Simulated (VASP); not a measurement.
**BaS: single point with PBE**

Crystal: BaS.

```
Ba S
1.0
     4.32453    0.00000    0.00000
    -2.16227    3.74515    0.00000
     0.00000    0.00000    4.01573
Ba S
1 1
Direct
  0.66667 0.33333 0.00000
  0.00000 0.00000 0.50000
```

```yaml
Program: VASP 6.6.1
Task: single point
Functional: PBE
Potentials_or_basis: VASP PAW PBE potentials, release 64 (Ba_sv, S)
Cutoff: 500 eV
k_mesh: 4 × 4 × 3
Occupations: gaussian, width 0.15 eV
Spin: no spin polarisation
Dipole_correction: no
Further_INCAR_settings: ALGO = Normal; EDIFF = 1e-06; NBANDS = 15
```

- Pressure: 1.0 GPa
- Band gap on the k mesh: 1.97 eV, direct

Stress tensor (GPa, compression positive):
```
1.29 0.00 0.00
0.00 1.29 0.00
0.00 0.00 0.33
```

Levels at points of the mesh, in eV from the valence-band top:
```csv
k point,band 6,band 7,band 8,band 9,band 10,band 11
"(0.00, 0.00, 0.00)",-0.70,-0.70,0.00,1.97,3.19,5.55
"(0.50, 0.00, 0.00)",-1.95,-0.70,-0.35,2.20,5.48,5.74
```

Wall time 11 s on 1 thread of Intel(R) Xeon(R) Platinum 8375C CPU @ 2.90GHz (Ice Lake), on a shared host, peak memory 0.17 GiB.

Caveat: the k points lie up to 0.52 Å⁻¹ apart; spin-orbit coupling is left out, which moves the levels of the heavy elements. PBE gaps usually lie below the measured ones, often by a third to a half.
